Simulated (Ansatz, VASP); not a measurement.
# One calculation of ZnSe, two programs

Contents of INCAR:

```
  PREC = Accurate
  ENCUT = 520
  EDIFF = 1E-6
  ISMEAR = 0
  SIGMA = 0.02
  LREAL = False
  LASPH = True
  NELM = 60
  ALGO = Normal
  ISIF = 2
  LWAVE = False
  LCHARG = True
  GGA = PE
  LELF = True
  LVHAR = True
  NBANDS = 16
```

File KPOINTS:

```
regular mesh
0
Gamma
  8 8 8
```

Contents of POSCAR:

```
ZnSe
1.0
    0.0000000000      2.8658805314      2.8658805314
    2.8658805314      0.0000000000      2.8658805314
    2.8658805314      2.8658805314      0.0000000000
Zn Se
1 1
Direct
    0.0000000000      0.0000000000      0.0000000000
    0.7500000000      0.7500000000      0.7500000000
```

Input for Ansatz:

```yaml
crystal:
  lattice:
    - [0.0, 2.8658805314, 2.8658805314]
    - [2.8658805314, 0.0, 2.8658805314]
    - [2.8658805314, 2.8658805314, 0.0]
  atoms:
    - { symbol: Zn, position: [0.0, 0.0, 0.0] }
    - { symbol: Se, position: [0.75, 0.75, 0.75] }
basis:
  ecutwfc: 420
  precision: f64
  ecutrho_ratio: 8
kpoints:
  mp_grid: { grid: [8, 8, 8] }
hamiltonian:
  xc: pbe
scf:
  occupations: { method: gaussian, width: 0.02 }
  eigensolver: { kind: davidson }
output:
  forces: true
  eigenvalues: true
  stress: true
```

Alike in both runs: task single point; functional PBE; k mesh 8 × 8 × 8; occupations gaussian, width 0.02 eV; no spin polarisation.

|  | VASP | Ansatz |
| --- | --- | --- |
| version | VASP 6.6.1 | Ansatz 0.2.0 |
| potentials or method | VASP PAW PBE potentials, release 64 (Zn, Se), cutoff 520 eV | scalar-relativistic, plane waves, PAW |
| valence electrons in the cell | 18 | 28 |

|  | VASP | Ansatz | Ansatz less VASP |
| --- | --- | --- | --- |
| gap on the k mesh at the Fermi level (eV) | 1.16 | 1.15 | -0.001 |
| pressure (GPa) | 0.2 | 0.0 | -0.21 |

With one functional, cell and mesh, what is left measures potentials, basis and numerics. VASP's potentials hold 18 valence electrons a cell and Ansatz's 28, so a difference there can come from the potentials and not from the codes.
